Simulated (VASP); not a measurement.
# KF (Carobbiite) (Fm-3m) in VASP: density of states with PBE

Aim: the density of states of KF (Carobbiite) with PBE.

Program: VASP 6.6.1. These are calculated values, not measurements. Logs are shortened: lines on timing, memory, paths and dates and some standing lists are left out, and cuts for length are marked.

### 1 The cell of the first run

It takes space group Fm-3m (No. 225, cubic). Conventional cell: a = 5.419 Å, b = 5.419 Å, c = 5.419 Å, α = 90.00°, β = 90.00°, γ = 90.00°. Within 3.6 Å of K (site symmetry m-3m) lie 6 F at 2.71 Å. F (site symmetry m-3m) has 6 K at 2.71 Å within 3.6 Å.

### 2 Density of states, PBE

File POSCAR:

```
KF
1.0
    0.0000000000      2.7093664300      2.7093664300
    2.7093664300      0.0000000000      2.7093664300
    2.7093664300      2.7093664300      0.0000000000
K F
1 1
Direct
    0.0000000000      0.0000000000      0.0000000000
    0.5000000000      0.5000000000      0.5000000000
```

File INCAR.step1:

```
PREC = Accurate
ENCUT = 520
EDIFF = 1E-6
ISMEAR = 0
SIGMA = 0.02
LREAL = F
LASPH = T
NELM = 60
ALGO = Normal
ISIF = 2
LWAVE = F
LCHARG = T
GGA = PE
NBANDS = 15
```

File KPOINTS.step1:

```
regular mesh
0
Gamma
  8 8 8
```

File INCAR.step2:

```
PREC = Accurate
ENCUT = 520
EDIFF = 1E-6
ISMEAR = -5
SIGMA = 0.02
LREAL = F
LASPH = T
NELM = 60
ALGO = Normal
ISIF = 2
LWAVE = F
LCHARG = F
GGA = PE
LORBIT = 10
NBANDS = 15
NEDOS = 2001
ICHARG = 11
```

File KPOINTS.step2:

```
regular mesh
0
Gamma
  12 12 12
```

Potentials or basis: VASP PAW PBE potentials, release 64 (K_sv, F).

Launch:

```sh
$ cat potpaw_PBE.64/K_sv/POTCAR potpaw_PBE.64/F/POTCAR > POTCAR
$ cp INCAR.step1 INCAR
$ cp KPOINTS.step1 KPOINTS
$ mpirun -np 1 vasp_std > vasp.out
$ cp INCAR.step2 INCAR
$ cp KPOINTS.step2 KPOINTS
$ mpirun -np 1 vasp_std > vasp.out
```

OUTCAR:

```text
PREC = Accurate
   ENCUT = 520
   EDIFF = 1E-6
   ISMEAR = -5
   LREAL = F
   LASPH = T
   NELM = 60
   ISIF = 2
   GGA = PE
   LORBIT = 10
   ICHARG = 11

 ion  position               nearest neighbor table
   1  0.000  0.000  0.000-   2 2.71   2 2.71   2 2.71   2 2.71   2 2.71   2 2.71
   2  0.500  0.500  0.500-   1 2.71   1 2.71   1 2.71   1 2.71   1 2.71   1 2.71

  LATTYP: Found a face centered cubic cell.
 ALAT       =     5.4187328600

  Lattice vectors:

 A1 = (   0.0000000000,   2.7093664300,   2.7093664300)
 A2 = (   2.7093664300,   0.0000000000,   2.7093664300)
 A3 = (   2.7093664300,   2.7093664300,   0.0000000000)

Analysis of symmetry for initial positions (statically):
=====================================================================
 Subroutine PRICEL returns:
 Original cell was already a primitive cell.

 Routine SETGRP: Setting up the symmetry group for a
 face centered cubic supercell.

 Subroutine GETGRP returns: Found 48 space group operations
 (whereof 48 operations were pure point group operations)
 out of a pool of 48 trial point group operations.

The static configuration has the point symmetry O_h .

Analysis of symmetry for dynamics (positions and initial velocities):
=====================================================================
 Subroutine PRICEL returns:
 Original cell was already a primitive cell.

 Routine SETGRP: Setting up the symmetry group for a
 face centered cubic supercell.

 Subroutine GETGRP returns: Found 48 space group operations
 (whereof 48 operations were pure point group operations)
 out of a pool of 48 trial point group operations.

The dynamic configuration has the point symmetry O_h .

 Subroutine INISYM returns: Found 48 space group operations
 (whereof 48 operations are pure point group operations),
 and found     1 'primitive' translations

----------------------------------------------------------------------------------------

                                     Primitive cell

  volume of cell :      39.7771

  direct lattice vectors                    reciprocal lattice vectors
     0.000000000  2.709366430  2.709366430    -0.184544990  0.184544990  0.184544990
     2.709366430  0.000000000  2.709366430     0.184544990 -0.184544990  0.184544990
     2.709366430  2.709366430  0.000000000     0.184544990  0.184544990 -0.184544990

  length of vectors
     3.831622751  3.831622751  3.831622751     0.319641298  0.319641298  0.319641298

  position of ions in fractional coordinates (direct lattice)
     0.000000000  0.000000000  0.000000000
     0.500000000  0.500000000  0.500000000

  ion indices of the primitive-cell ions
   primitive index   ion index
                 1           1
                 2           2

----------------------------------------------------------------------------------------

 KPOINTS: regular mesh

Automatic generation of k-mesh.
 Grid dimensions read from file:
 generate k-points for:   12   12   12

 Generating k-lattice:

  Cartesian coordinates                     Fractional coordinates (reciprocal lattice)
    -0.015378749  0.015378749  0.015378749     0.083333333  0.000000000  0.000000000
     0.015378749 -0.015378749  0.015378749     0.000000000  0.083333333  0.000000000
     0.015378749  0.015378749 -0.015378749     0.000000000  0.000000000  0.083333333

  Length of vectors
     0.026636775  0.026636775  0.026636775

  Shift w.r.t. Gamma in fractional coordinates (k-lattice)
     0.000000000  0.000000000  0.000000000

 TETIRR: Found    247 inequivalent tetrahedra from    10368

 Subroutine IBZKPT returns following result:
 ===========================================

 Found     72 irreducible k-points:

 Following reciprocal coordinates:
            Coordinates               Weight
  0.000000  0.000000  0.000000      1.000000
  0.083333  0.000000  0.000000      8.000000
  0.166667  0.000000  0.000000      8.000000
  0.250000  0.000000  0.000000      8.000000
  0.333333  0.000000  0.000000      8.000000
  0.416667  0.000000  0.000000      8.000000
[... 16 lines left out ...]
  0.500000  0.166667  0.000000     24.000000
 -0.416667  0.166667  0.000000     24.000000
 [... further k-points ...]
   k-points           NKPTS =     72   k-points in BZ     NKDIM =     72   number of bands    NBANDS=     15
   number of dos      NEDOS =   2001   number of ions     NIONS =      2
   total plane-waves  NPLWV =  21952
   dimension x,y,z NGX =    28 NGY =   28 NGZ =   28
   dimension x,y,z NGXF=    56 NGYF=   56 NGZF=   56
   ions per type =               1   1
   NGX,Y,Z   is equivalent  to a cutoff of  12.15, 12.15, 12.15 a.u.
   NGXF,Y,Z  is equivalent  to a cutoff of  24.30, 24.30, 24.30 a.u.
 SYSTEM =  unknown system
   PREC   = accura    normal or accurate (medium, high low for compatibility)
   ISTART =      0    job   : 0-new  1-cont  2-samecut
   ICHARG =     11    charge: 1-file 2-atom 10-const
   ISPIN  =      1    spin polarized calculation?
   LNONCOLLINEAR =      F non collinear calculations
   LSORBIT =      F    spin-orbit coupling
   LASPH  =      T    aspherical Exc in radial PAW
   ENCUT  =  520.0 eV  38.22 Ry    6.18 a.u.   7.12  7.12  7.12*2*pi/ulx,y,z
   NELM   =     60;   NELMIN=  2; NELMDL=  0     # of ELM steps
   EDIFF  = 0.1E-05   stopping-criterion for ELM
   LREAL  =      F    real-space projection
   EDIFFG = 0.1E-04   stopping-criterion for IOM
   NSW    =      0    number of steps for IOM
   IBRION =     -1    ionic relax: 0-MD 1-quasi-New 2-CG
   NFREE  =      0    steps in history (QN), initial steepest desc. (CG)
   ISIF   =      2    stress and relaxation
   ISYM   =      2    0-nonsym 1-usesym 2-fastsym
   POTIM  = 0.5000    time-step for ionic-motion
   TEBEG  =    0.0;   TEEND  =   0.0 temperature during run
   PSTRESS=    0.0 pullay stress
   NELECT =      16.0000    total number of electrons
   NUPDOWN=      -1.0000    fix difference up-down
   EMIN   =  10.00;   EMAX   =-10.00  energy-range for DOS
   EFERMI =   0.00;   METHOD = LEGACY
   ISMEAR =    -5;   SIGMA  =   0.02  broadening in eV -4-tet -1-fermi 0-gaus
   EFERMI_NEDOS =   21; number of points for ismear=-14 and -15
   IALGO  =     38    algorithm
   IMIX   =      4    mixing-type and parameters
     AMIX     =   0.40;   BMIX     =  1.00
     AMIX_MAG =   1.60;   BMIX_MAG =  1.00
  volume/ion in A,a.u.               =      19.89       134.21
  Fermi-wavevector in a.u.,A,eV,Ry     =   1.208473  2.283684 19.870055  1.460408
  Thomas-Fermi vector in A             =   2.344080
   LORBIT       =     10    0 simple, 1 ext, 2 COOP (PROOUT), +10 PAW based schemes
   GGA     = PE    functional components
   LHFCALC =     F    Hartree Fock is set to
   AEXX    =    0.0000 exact exchange contribution
   IVDW    =     0    specifies the selected vdW correction
   LEPSILON=     F    determine dielectric tensor
   LRPA    =     F    only Hartree local field effects (RPA)
 non-spin polarized calculation
 Fermi weights with tetrahedron method with Bloechl corrections
  energy-cutoff  :      520.00
  volume of cell :       39.78
 maximum number of plane-waves:      1090

 number of electron      15.9999983 magnetization

 Free energy of the ion-electron system (eV)
  ---------------------------------------------------
  ext. energy  EPLUGINS =         0.00000000
  ---------------------------------------------------
  free energy    TOTEN  =        -8.29922315 eV

  energy without entropy =       -8.29922315  energy(sigma->0) =       -8.29922315

 E-fermi :  -2.9025     XC(G=0):  -8.2159

 val. band max:       -2.9120870489   @ k =   0.0000   0.0000   0.0000
 cond. band min:       3.0397251668   @ k =   0.0000   0.0000   0.0000
 fundamental gap:      5.9518122157
 Fermi energy:        -2.9025038387

 k-point     1 :       0.0000    0.0000    0.0000
  band No.  band energies     occupation
      1     -29.1684      2.00000
      2     -21.5464      2.00000
      3     -12.4472      2.00000
      4     -12.4472      2.00000
      5     -12.4472      2.00000
      6      -2.9121      2.00000
      7      -2.9121      2.00000
      8      -2.9121      2.00000
      9       3.0397      0.00000
     10       7.6488      0.00000
     11       7.6488      0.00000
     12       7.6488      0.00000
     13       9.2657      0.00000
     14       9.2657      0.00000
     15      13.7499      0.00000

 k-point     2 :       0.0833    0.0000    0.0000
  band No.  band energies     occupation
      1     -29.1632      2.00000
      2     -21.5506      2.00000
      3     -12.4643      2.00000
      4     -12.4496      2.00000
      5     -12.4496      2.00000
      6      -2.9739      2.00000
      7      -2.9339      2.00000
      8      -2.9339      2.00000
      9       3.2301      0.00000
     10       7.5272      0.00000
     11       7.7399      0.00000
     12       7.7399      0.00000
     13       9.3240      0.00000
     14       9.3240      0.00000
     15      14.0909      0.00000
[... 365 lines left out ...]
      3     -12.7168      2.00000
      4     -12.5646      2.00000
      5     -12.5198      2.00000
      6      -3.4993      2.00000
      7      -3.1923      2.00000
      8      -3.1627      2.00000
      9       6.1318      0.00000
     10       6.9512      0.00000
     11       8.7301      0.00000
     12       9.3022      0.00000
     13      11.0014      0.00000
     14      11.1649      0.00000
     15      12.4167      0.00000

 k-point    24 :      -0.4167    0.1667    0.0000
  band No.  band energies     occupation
      1     -29.0850      2.00000
      2     -21.6019      2.00000
      3     -12.7169      2.00000
      4     -12.5788      2.00000
      5     -12.5034      2.00000
      6      -3.5290      2.00000
      7      -3.2035      2.00000
      8      -3.1662      2.00000
      9       6.1752      0.00000
     10       7.1246      0.00000
     11       8.6943      0.00000
     12       9.2917      0.00000
     13      10.8244      0.00000
     14      11.5061      0.00000
     15      12.2616      0.00000

 [... further k-points ...]

------------------------ aborting loop because EDIFF is reached ----------------------------------------

  FORCE on cell =-STRESS in cart. coord.  units (eV):
  Direction    XX          YY          ZZ          XY          YZ          ZX
  --------------------------------------------------------------------------------------
  -------------------------------------------------------------------------------------
  Total        0.0115172      0.0115172      0.0115172      0.0000000      0.0000000     -0.0000000
  in kB        0.4638999      0.4638999      0.4638999      0.0000000      0.0000000     -0.0000000
  external PRESSURE =       0.4638999 kB  Pullay stress =       0.0000000 kB

 VOLUME and BASIS-vectors are now :
 -----------------------------------------------------------------------------
  energy-cutoff  :      520.00
  volume of cell :       39.78
      direct lattice vectors                 reciprocal lattice vectors
     0.000000000  2.709366430  2.709366430    -0.184544990  0.184544990  0.184544990
     2.709366430  0.000000000  2.709366430     0.184544990 -0.184544990  0.184544990
     2.709366430  2.709366430  0.000000000     0.184544990  0.184544990 -0.184544990

 POSITION                                       TOTAL-FORCE (eV/Angst)
 -----------------------------------------------------------------------------------
      0.00000      0.00000      0.00000        -0.000000     -0.000000     -0.000000
      2.70937      2.70937      2.70937         0.000000      0.000000      0.000000
 -----------------------------------------------------------------------------------
    total drift:                                0.000000      0.000000      0.000000

  FREE ENERGIE OF THE ION-ELECTRON SYSTEM (eV)
  ---------------------------------------------------
  free  energy   TOTEN  =        -8.2992231455 eV

  energy  without entropy=       -8.2992231455  energy(sigma->0) =       -8.29922315

 total charge

# of ion       s       p       d       tot
------------------------------------------
    1        1.957   5.590   0.030   7.576
    2        1.730   4.347   0.000   6.077
--------------------------------------------------
tot          3.687   9.937   0.030  13.654
```

It took 52 s on 1 thread of AMD EPYC 7R43 (Zen 3), shared host; peak memory 0.14 GiB.

Results:

* Valence electrons inside the program's atomic spheres: K 7.58; F 6.08

Levels at points of the mesh, in eV from the valence-band top:
```
           k point  band 5  band 6  band 7  band 8  band 9  band 10  band 11  band 12
(0.00, 0.00, 0.00)   -9.54    0.00    0.00    0.00    5.95    10.56    10.56    10.56
(0.50, 0.00, 0.00)   -9.57   -0.75   -0.31   -0.31    8.89    10.30    11.87    11.87
(0.50, 0.50, 0.00)   -9.72   -0.23   -0.06   -0.06    8.16    10.07    11.48    13.39
```
